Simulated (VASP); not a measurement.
# Sc (Fm-3m) in VASP: notebook

Sc is run at these levels: PBEsol; tasks: single point.

All numbers are computed with VASP 6.6.1; they aren't measurements. Logs are shortened: lines on timing, memory, paths and dates and some standing lists are left out, and cuts for length are marked.

**1. The cell of the first run**

Symmetry: Fm-3m, No. 225, cubic system. The conventional cell has a = 4.560 Å, b = 4.560 Å, c = 4.560 Å, α = 90.00°, β = 90.00°, γ = 90.00°. Within 4.2 Å of Sc (site symmetry m-3m) lie 12 Sc at 3.22 Å.

**2. Single point, PBEsol**

The input, INCAR:

```
PREC = Accurate
ENCUT = 520
EDIFF = 1E-6
ISMEAR = -1
SIGMA = 0.1
LREAL = F
LASPH = T
NELM = 80
ALGO = Normal
ISIF = 2
LWAVE = F
LCHARG = F
GGA = PS
NBANDS = 12
```

The input, KPOINTS:

```
regular mesh
0
Gamma
  13 13 13
```

The input, POSCAR:

```
Sc
1.0
    0.0000000000      2.2799932861      2.2799932861
    2.2799932861      0.0000000000      2.2799932861
    2.2799932861      2.2799932861      0.0000000000
Sc
1
Direct
    0.0000000000      0.0000000000      0.0000000000
```

Potentials or basis: VASP PAW PBE potentials, release 64 (Sc_sv).

Run with:

```
> cat potpaw_PBE.64/Sc_sv/POTCAR > POTCAR
> mpirun -np 1 vasp_std > vasp.out
```

OUTCAR:

```text
PREC = Accurate
   ENCUT = 520
   EDIFF = 1E-6
   ISMEAR = -1
   LREAL = F
   LASPH = T
   NELM = 80
   ISIF = 2
   GGA = PS

 ion  position               nearest neighbor table
   1  0.000  0.000  0.000-

  LATTYP: Found a face centered cubic cell.
 ALAT       =     4.5599865722

  Lattice vectors:

 A1 = (   0.0000000000,   2.2799932861,   2.2799932861)
 A2 = (   2.2799932861,   0.0000000000,   2.2799932861)
 A3 = (   2.2799932861,   2.2799932861,   0.0000000000)

Analysis of symmetry for initial positions (statically):
=====================================================================
 Subroutine PRICEL returns:
 Original cell was already a primitive cell.

 Routine SETGRP: Setting up the symmetry group for a
 face centered cubic supercell.

 Subroutine GETGRP returns: Found 48 space group operations
 (whereof 48 operations were pure point group operations)
 out of a pool of 48 trial point group operations.

The static configuration has the point symmetry O_h .

Analysis of symmetry for dynamics (positions and initial velocities):
=====================================================================
 Subroutine PRICEL returns:
 Original cell was already a primitive cell.

 Routine SETGRP: Setting up the symmetry group for a
 face centered cubic supercell.

 Subroutine GETGRP returns: Found 48 space group operations
 (whereof 48 operations were pure point group operations)
 out of a pool of 48 trial point group operations.

The dynamic configuration has the point symmetry O_h .

 Subroutine INISYM returns: Found 48 space group operations
 (whereof 48 operations are pure point group operations),
 and found     1 'primitive' translations

----------------------------------------------------------------------------------------

                                     Primitive cell

  volume of cell :      23.7045

  direct lattice vectors                    reciprocal lattice vectors
     0.000000000  2.279993286  2.279993286    -0.219298891  0.219298891  0.219298891
     2.279993286  0.000000000  2.279993286     0.219298891 -0.219298891  0.219298891
     2.279993286  2.279993286  0.000000000     0.219298891  0.219298891 -0.219298891

  length of vectors
     3.224397427  3.224397427  3.224397427     0.379836822  0.379836822  0.379836822

  position of ions in fractional coordinates (direct lattice)
     0.000000000  0.000000000  0.000000000

  ion indices of the primitive-cell ions
   primitive index   ion index
                 1           1

----------------------------------------------------------------------------------------

 KPOINTS: regular mesh

Automatic generation of k-mesh.
 Grid dimensions read from file:
 generate k-points for:   13   13   13

 Generating k-lattice:

  Cartesian coordinates                     Fractional coordinates (reciprocal lattice)
    -0.016869145  0.016869145  0.016869145     0.076923077  0.000000000  0.000000000
     0.016869145 -0.016869145  0.016869145     0.000000000  0.076923077  0.000000000
     0.016869145  0.016869145 -0.016869145     0.000000000  0.000000000  0.076923077

  Length of vectors
     0.029218217  0.029218217  0.029218217

  Shift w.r.t. Gamma in fractional coordinates (k-lattice)
     0.000000000  0.000000000  0.000000000

 Subroutine IBZKPT returns following result:
 ===========================================

 Found     84 irreducible k-points:

 Following reciprocal coordinates:
            Coordinates               Weight
  0.000000  0.000000  0.000000      1.000000
  0.076923  0.000000  0.000000      8.000000
  0.153846  0.000000  0.000000      8.000000
  0.230769  0.000000  0.000000      8.000000
  0.307692  0.000000  0.000000      8.000000
  0.384615  0.000000  0.000000      8.000000
[... 16 lines left out ...]
  0.384615  0.153846  0.000000     24.000000
  0.461538  0.153846  0.000000     24.000000
 [... further k-points ...]
   k-points           NKPTS =     84   k-points in BZ     NKDIM =     84   number of bands    NBANDS=     12
   number of dos      NEDOS =    301   number of ions     NIONS =      1
   total plane-waves  NPLWV =  13824
   dimension x,y,z NGX =    24 NGY =   24 NGZ =   24
   dimension x,y,z NGXF=    48 NGYF=   48 NGZF=   48
   ions per type =               1
   NGX,Y,Z   is equivalent  to a cutoff of  12.37, 12.37, 12.37 a.u.
   NGXF,Y,Z  is equivalent  to a cutoff of  24.75, 24.75, 24.75 a.u.
 SYSTEM =  unknown system
   PREC   = accura    normal or accurate (medium, high low for compatibility)
   ISTART =      0    job   : 0-new  1-cont  2-samecut
   ICHARG =      2    charge: 1-file 2-atom 10-const
   ISPIN  =      1    spin polarized calculation?
   LNONCOLLINEAR =      F non collinear calculations
   LSORBIT =      F    spin-orbit coupling
   LASPH  =      T    aspherical Exc in radial PAW
   ENCUT  =  520.0 eV  38.22 Ry    6.18 a.u.   6.00  6.00  6.00*2*pi/ulx,y,z
   NELM   =     80;   NELMIN=  2; NELMDL= -5     # of ELM steps
   EDIFF  = 0.1E-05   stopping-criterion for ELM
   LREAL  =      F    real-space projection
   EDIFFG = 0.1E-04   stopping-criterion for IOM
   NSW    =      0    number of steps for IOM
   IBRION =     -1    ionic relax: 0-MD 1-quasi-New 2-CG
   NFREE  =      0    steps in history (QN), initial steepest desc. (CG)
   ISIF   =      2    stress and relaxation
   ISYM   =      2    0-nonsym 1-usesym 2-fastsym
   POTIM  = 0.5000    time-step for ionic-motion
   TEBEG  =    0.0;   TEEND  =   0.0 temperature during run
   PSTRESS=    0.0 pullay stress
   NELECT =      11.0000    total number of electrons
   NUPDOWN=      -1.0000    fix difference up-down
   EMIN   =  10.00;   EMAX   =-10.00  energy-range for DOS
   EFERMI =   0.00;   METHOD = LEGACY
   ISMEAR =    -1;   SIGMA  =   0.10  broadening in eV -4-tet -1-fermi 0-gaus
   EFERMI_NEDOS =   21; number of points for ismear=-14 and -15
   IALGO  =     38    algorithm
   IMIX   =      4    mixing-type and parameters
     AMIX     =   0.40;   BMIX     =  1.00
     AMIX_MAG =   1.60;   BMIX_MAG =  1.00
  volume/ion in A,a.u.               =      23.70       159.97
  Fermi-wavevector in a.u.,A,eV,Ry     =   1.267444  2.395122 21.856598  1.606415
  Thomas-Fermi vector in A             =   2.400592
   LORBIT       =      0    0 simple, 1 ext, 2 COOP (PROOUT), +10 PAW based schemes
[... 43 lines left out ...]

 k-point     2 :       0.0769    0.0000    0.0000
  band No.  band energies     occupation
      1     -45.2482      2.00000
      2     -23.7584      2.00000
      3     -23.7347      2.00000
      4     -23.7347      2.00000
      5      -1.2507      2.00000
      6       5.3786      0.00000
      7       5.5539      0.00000
      8       5.5539      0.00000
      9       6.9114      0.00000
     10       6.9114      0.00000
     11      16.7514      0.00000
     12      18.9609      0.00000

 k-point     3 :       0.1538    0.0000    0.0000
  band No.  band energies     occupation
      1     -45.2369      2.00000
      2     -23.8331      2.00000
      3     -23.7442      2.00000
      4     -23.7442      2.00000
      5      -0.8005      2.00000
      6       5.0778      0.00001
      7       5.6796      0.00000
      8       5.6796      0.00000
      9       6.8502      0.00000
     10       6.8502      0.00000
     11      16.6387      0.00000
     12      17.5457      0.00000

 k-point     4 :       0.2308    0.0000    0.0000
  band No.  band energies     occupation
      1     -45.2209      2.00000
      2     -23.9368      2.00000
      3     -23.7576      2.00000
      4     -23.7576      2.00000
      5      -0.1088      2.00000
      6       4.7070      0.00045
      7       5.7252      0.00000
      8       5.7252      0.00000
      9       6.9404      0.00000
     10       6.9404      0.00000
     11      15.0511      0.00000
     12      17.3344      0.00000

 k-point     5 :       0.3077    0.0000    0.0000
  band No.  band energies     occupation
      1     -45.2038      2.00000
      2     -24.0452      2.00000
      3     -23.7718      2.00000
      4     -23.7718      2.00000
      5       0.7206      2.00000
      6       4.3826      0.01153
      7       5.6211      0.00000
      8       5.6211      0.00000
      9       7.2517      0.00000
     10       7.2517      0.00000
     11      13.3751      0.00000
     12      16.8658      0.00000

 k-point     6 :       0.3846    0.0000    0.0000
  band No.  band energies     occupation
      1     -45.1896      2.00000
      2     -24.1336      2.00000
      3     -23.7835      2.00000
      4     -23.7835      2.00000
      5       1.5031      2.00000
      6       4.1984      0.07057
      7       5.4783      0.00000
      8       5.4783      0.00000
      9       7.6238      0.00000
     10       7.6238      0.00000
     11      11.9505      0.00000
     12      16.3254      0.00000

 k-point     7 :       0.4615    0.0000    0.0000
  band No.  band energies     occupation
      1     -45.1816      2.00000
      2     -24.1831      2.00000
      3     -23.7901      2.00000
      4     -23.7901      2.00000
      5       1.9784      2.00000
      6       4.1734      0.08978
      7       5.3887      0.00000
      8       5.3887      0.00000
      9       7.8705      0.00000
     10       7.8705      0.00000
     11      11.0727      0.00000
     12      16.0043      0.00000

 k-point     8 :       0.0769    0.0769    0.0000
  band No.  band energies     occupation
      1     -45.2468      2.00000
      2     -23.7578      2.00000
      3     -23.7406      2.00000
      4     -23.7406      2.00000
      5      -1.1992      2.00000
      6       5.3203      0.00000
      7       5.5883      0.00000
      8       5.5883      0.00000
      9       6.7828      0.00000
     10       7.0023      0.00000
     11      16.8192      0.00000
     12      19.2366      0.00000
[... 166 lines left out ...]
 k-point    20 :       0.1538    0.1538    0.0000
  band No.  band energies     occupation
      1     -45.2318      2.00000
      2     -23.8302      2.00000
      3     -23.7665      2.00000
      4     -23.7665      2.00000
      5      -0.6042      2.00000
      6       4.8731      0.00009
      7       5.8649      0.00000
      8       5.8649      0.00000
      9       6.3229      0.00000
     10       7.1428      0.00000
     11      17.3402      0.00000
     12      18.1203      0.00000

 k-point    21 :       0.2308    0.1538    0.0000
  band No.  band energies     occupation
      1     -45.2198      2.00000
      2     -23.8970      2.00000
      3     -23.7835      2.00000
      4     -23.7802      2.00000
      5      -0.0962      2.00000
      6       4.5840      0.00155
      7       5.8149      0.00000
      8       6.0302      0.00000
      9       6.3248      0.00000
     10       7.2522      0.00000
     11      16.5380      0.00000
     12      17.5911      0.00000

 k-point    22 :       0.3077    0.1538    0.0000
  band No.  band energies     occupation
      1     -45.2046      2.00000
      2     -23.9855      2.00000
      3     -23.7994      2.00000
      4     -23.7972      2.00000
      5       0.6160      2.00000
      6       4.2952      0.02742
      7       5.4589      0.00000
      8       6.0672      0.00000
      9       6.7774      0.00000
     10       7.4740      0.00000
     11      14.7324      0.00000
     12      17.2626      0.00000

 k-point    23 :       0.3846    0.1538    0.0000
  band No.  band energies     occupation
      1     -45.1899      2.00000
      2     -24.0699      2.00000
      3     -23.8189      2.00000
      4     -23.8105      2.00000
      5       1.4234      2.00000
      6       4.0509      0.27575
      7       5.1673      0.00000
      8       5.9705      0.00000
      9       7.3728      0.00000
     10       7.7630      0.00000
     11      12.9832      0.00000
     12      16.6850      0.00000

 k-point    24 :       0.4615    0.1538    0.0000
  band No.  band energies     occupation
      1     -45.1788      2.00000
      2     -24.1308      2.00000
      3     -23.8409      2.00000
      4     -23.8144      2.00000
      5       2.1428      2.00000
      6       3.8655      1.01061
      7       5.0367      0.00002
      8       5.8410      0.00000
      9       7.9380      0.00000
     10       8.0152      0.00000
     11      11.5359      0.00000
     12      16.1471      0.00000

 [... further k-points ...]
[... 5 lines left out ...]
  --------------------------------------------------------------------------------------
  -------------------------------------------------------------------------------------
  Total       -0.0028222     -0.0028222     -0.0028222     -0.0000000     -0.0000000     -0.0000000
  in kB       -0.1907533     -0.1907533     -0.1907533     -0.0000000     -0.0000000     -0.0000000
  external PRESSURE =      -0.1907533 kB  Pullay stress =       0.0000000 kB

 VOLUME and BASIS-vectors are now :
 -----------------------------------------------------------------------------
  energy-cutoff  :      520.00
  volume of cell :       23.70
      direct lattice vectors                 reciprocal lattice vectors
     0.000000000  2.279993286  2.279993286    -0.219298891  0.219298891  0.219298891
     2.279993286  0.000000000  2.279993286     0.219298891 -0.219298891  0.219298891
     2.279993286  2.279993286  0.000000000     0.219298891  0.219298891 -0.219298891

 POSITION                                       TOTAL-FORCE (eV/Angst)
 -----------------------------------------------------------------------------------
      0.00000      0.00000      0.00000        -0.000000     -0.000000     -0.000000
 -----------------------------------------------------------------------------------
    total drift:                               -0.000000      0.000000     -0.000000

  FREE ENERGIE OF THE ION-ELECTRON SYSTEM (eV)
  ---------------------------------------------------
  free  energy   TOTEN  =        -6.5896089563 eV

  energy  without entropy=       -6.5293233499  energy(sigma->0) =       -6.55946615
```

It took 16 s on 1 thread of Intel Xeon Platinum 8259CL at 2.50GHz (Skylake/Cascade Lake), shared host; peak memory 0.15 GiB.

What came out:

- Free energy: -6.5896 eV
- Pressure: 0.0 GPa

Levels at points of the mesh, in eV from the Fermi level:
| k point | band 3 | band 4 | band 5 | band 6 | band 7 | band 8 |
| --- | --- | --- | --- | --- | --- | --- |
| (0.00, 0.00, 0.00) | -27.60 | -27.60 | -5.27 | 1.63 | 1.63 | 1.63 |

Caveat: the PAW data sets were made with another functional, which shifts forces and pressure a little.

**3. Single point, PBEsol (volume scaled by 1.04)**

Edit INCAR of step 2 so:

```diff
@@ -11,4 +11,6 @@
 LWAVE = F
-LCHARG = F
+LCHARG = T
 GGA = PS
+LELF = T
+LVHAR = T
 NBANDS = 12
```

The input, KPOINTS:

```
Automatic mesh
0
Gamma
  13 13 13
```

The input, POSCAR:

```
Sc
1.0
    0.0000000000      2.3099966385      2.3099966385
    2.3099966385      0.0000000000      2.3099966385
    2.3099966385      2.3099966385      0.0000000000
Sc
1
Direct
    0.0000000000      0.0000000000      0.0000000000
```

Potentials or basis: VASP PAW PBE potentials, release 64 (Sc_sv).

Run with:

```
> cat potpaw_PBE.64/Sc_sv/POTCAR > POTCAR
> mpirun -np 1 vasp_std > vasp.out
```

It took 26 s on 1 thread of Intel Xeon Platinum 8259CL at 2.50GHz (Skylake/Cascade Lake), shared host; peak memory 0.15 GiB.

It converged, with:

```
Free energy : -6.5840 eV
Pressure    : -2.0 GPa
```

Levels at points of the mesh, in eV from the Fermi level:
```csv
k point,band 1,band 2,band 3,band 4,band 5,band 6,band 7,band 8,band 9,band 10
"(0.00, 0.00, 0.00)",-49.23,-27.73,-27.73,-27.73,-5.20,1.57,1.57,1.57,2.96,2.96
```

Caveat: the PAW data sets were made with another functional, which shifts forces and pressure a little.

**4. Single point, PBEsol (volume scaled by 1.08)**

The input, INCAR:

```
SYSTEM = Sc
ALGO = Normal
EDIFF = 1E-6
ENCUT = 520
GGA = PS
ISIF = 2
ISMEAR = -1
LASPH = .TRUE.
LCHARG = .FALSE.
LREAL = .FALSE.
LWAVE = .FALSE.
NBANDS = 12
NELM = 60
PREC = Accurate
SIGMA = 0.1
```

The input, KPOINTS:

```
k-points
0
G
  13 13 13
  0 0 0
```

The input, POSCAR:

```
Sc
1.0
    0.0000000000      2.3392402067      2.3392402067
    2.3392402067      0.0000000000      2.3392402067
    2.3392402067      2.3392402067      0.0000000000
Sc
1
Direct
    0.0000000000      0.0000000000      0.0000000000
```

Run with:

```
> cat potpaw_PBE.64/Sc_sv/POTCAR > POTCAR
> mpirun -np 1 vasp_std > vasp.out
```

Wall time 45 s (1 thread of Intel Xeon Platinum 8259CL at 2.50GHz (Skylake/Cascade Lake), shared host); peak memory 0.17 GiB.

The run converged. Its results:

```yaml
Free_energy: -6.5676 eV
Pressure: -3.7 GPa
```

Levels at points of the mesh, in eV from the Fermi level:
| k point | band 3 | band 4 | band 5 | band 6 | band 7 | band 8 |
| --- | --- | --- | --- | --- | --- | --- |
| (0.00, 0.00, 0.00) | -27.85 | -27.85 | -5.12 | 1.52 | 1.52 | 1.52 |

Caveat: the PAW data sets were made with another functional, which shifts forces and pressure a little.

**5. Single point, PBEsol (volume scaled by 1.12)**

The input, INCAR:

```
ALGO     = Normal         # electronic algorithm
EDIFF    = 1E-6           # SCF threshold, eV
ENCUT    = 520            # plane-wave cutoff, eV
GGA      = PS             # functional
ISIF     = 2              # what is computed and relaxed
ISMEAR   = -1             # smearing method
LASPH    = True           # aspherical terms in the spheres
LCHARG   = False          # write CHGCAR
LREAL    = False          # projectors in reciprocal space
LWAVE    = False          # write WAVECAR
NBANDS   = 12             # bands
NELM     = 60             # most SCF steps
PREC     = Accurate       # precision mode
SIGMA    = 0.1            # smearing width, eV
```

The input, KPOINTS:

```
k-points
0
Gamma
  13 13 13
```

The input, POSCAR:

```
Sc
1.0
    0.0000000000      2.3677703381      2.3677703381
    2.3677703381      0.0000000000      2.3677703381
    2.3677703381      2.3677703381      0.0000000000
Sc
1
Direct
    0.0000000000      0.0000000000      0.0000000000
```

Run with:

```
> cat potpaw_PBE.64/Sc_sv/POTCAR > POTCAR
> mpirun -np 1 vasp_std > vasp.out
```

Run time: 44 s. Hardware: 1 thread of Intel Xeon Platinum 8259CL at 2.50GHz (Skylake/Cascade Lake), shared host; peak memory 0.17 GiB.

The run converged. Its results:

```yaml
Free_energy: -6.5420 eV
Pressure: -5.1 GPa
```

Levels at points of the mesh, in eV from the Fermi level:
| k point | band 3 | band 4 | band 5 | band 6 | band 7 | band 8 |
| --- | --- | --- | --- | --- | --- | --- |
| (0.00, 0.00, 0.00) | -27.97 | -27.97 | -5.05 | 1.47 | 1.47 | 1.47 |

Caveat: the PAW data sets were made with another functional, which shifts forces and pressure a little.

**6. Single point, PBEsol**

The input, INCAR:

```
PREC = Accurate
ENCUT = 520
EDIFF = 1E-7
ISMEAR = -1
SIGMA = 0.1
LREAL = False
LASPH = True
NELM = 60
ALGO = Normal
ISIF = 2
LWAVE = False
LCHARG = True
GGA = PS
LELF = True
LVHAR = True
NBANDS = 12
```

The input, KPOINTS:

```
Automatic mesh
0
Gamma
  19 19 19
```

The input, POSCAR:

```
Sc
1.0
    0.0000000000      2.2799932861      2.2799932861
    2.2799932861      0.0000000000      2.2799932861
    2.2799932861      2.2799932861      0.0000000000
Sc
1
Direct
    0.0000000000      0.0000000000      0.0000000000
```

Potentials or basis: VASP PAW PBE potentials, release 64 (Sc_sv).

Run with:

```
> cat potpaw_PBE.64/Sc_sv/POTCAR > POTCAR
> mpirun -np 1 vasp_std > vasp.out
```

Run time: 51 s. Hardware: 1 thread of Intel Xeon Platinum 8259CL at 2.50GHz (Skylake/Cascade Lake), shared host; peak memory 0.18 GiB.

It converged, with:

```yaml
Free_energy: -6.5896 eV
Pressure: 0.0 GPa
```

Levels at points of the mesh, in eV from the Fermi level:
| k point | band 1 | band 2 | band 3 | band 4 | band 5 | band 6 | band 7 | band 8 | band 9 | band 10 |
| --- | --- | --- | --- | --- | --- | --- | --- | --- | --- | --- |
| (0.00, 0.00, 0.00) | -49.12 | -27.60 | -27.60 | -27.60 | -5.27 | 1.63 | 1.63 | 1.63 | 3.08 | 3.08 |

Caveat: the PAW data sets were made with another functional, which shifts forces and pressure a little.

**7. The runs side by side**

| cell | k mesh | gap on the mesh (eV) | pressure (GPa) |
| --- | --- | --- | --- |
| a = 3.224 Å, angles 60.0°, 1 atom | 13 × 13 × 13 | none | 0.0 |
| a = 3.267 Å, angles 60.0°, 1 atom | 13 × 13 × 13 | none | -2.0 |
| a = 3.308 Å, angles 60.0°, 1 atom | 13 × 13 × 13 | none | -3.7 |
| a = 3.349 Å, angles 60.0°, 1 atom | 13 × 13 × 13 | none | -5.1 |
| a = 3.224 Å, angles 60.0°, 1 atom | 19 × 19 × 19 | none | 0.0 |

Alike in all rows: task single point; level PBEsol; potentials or basis VASP PAW PBE potentials, release 64 (Sc_sv); no spin polarisation; cutoff (eV) 520; smearing fermi-dirac 0.1 eV.

Caveats: the PAW data sets were made with another functional, which shifts forces and pressure a little.

Total energies depend on the potentials used, so only differences within one code and one set of settings carry meaning.
